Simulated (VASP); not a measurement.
Input of a VASP 6.6.1 run:

The input INCAR:

```
ALGO = Normal
EDIFF = 1E-6
ENCUT = 700
GGA = PE
GGA_COMPAT = False
ISIF = 2
ISMEAR = 0
LASPH = True
LCHARG = False
LREAL = False
LWAVE = False
NBANDS = 36
NELM = 120
PREC = Accurate
SIGMA = 0.1
```

File KPOINTS:

```
k-points
0
Gamma
  6 6 4
```

File POSCAR:

```
GaPt2F
1.0
    2.8420476706      0.0000000000      0.0000000000
   -1.4210238353      2.4612854815      0.0000000000
    0.0000000000      0.0000000000      8.8761822833
Ga Pt F
1 2 1
Direct
    0.0000000000      0.0000000000      0.0000000000
    0.0000000000      0.0000000000      0.2621320730
    0.0000000000      0.0000000000      0.7378679270
    0.0000000000      0.0000000000      0.5000000000
```

Potentials or basis: VASP PAW PBE potentials, release 64 (Ga_d, Pt_sv_GW, F).

Command:

```console
$ cat potpaw_PBE.64/Ga_d/POTCAR potpaw_PBE.64/Pt_sv_GW/POTCAR potpaw_PBE.64/F/POTCAR > POTCAR
$ mpirun -np 1 vasp_std > vasp.out
```

(1) What does it give for the pressure?

(2) What does it give for the largest force?

(3) Estimate the band gap on the k mesh.

## Answers

(1) 0.1 GPa.

(2) 0.014 eV/Å.

(3) zero (bands 28 and 29 overlap by 1.51 eV).

Caveat: the k points lie up to 0.43 Å⁻¹ apart, too coarse for converged energies and pressures of a metal; spin-orbit coupling is left out, which moves the levels of the heavy elements.
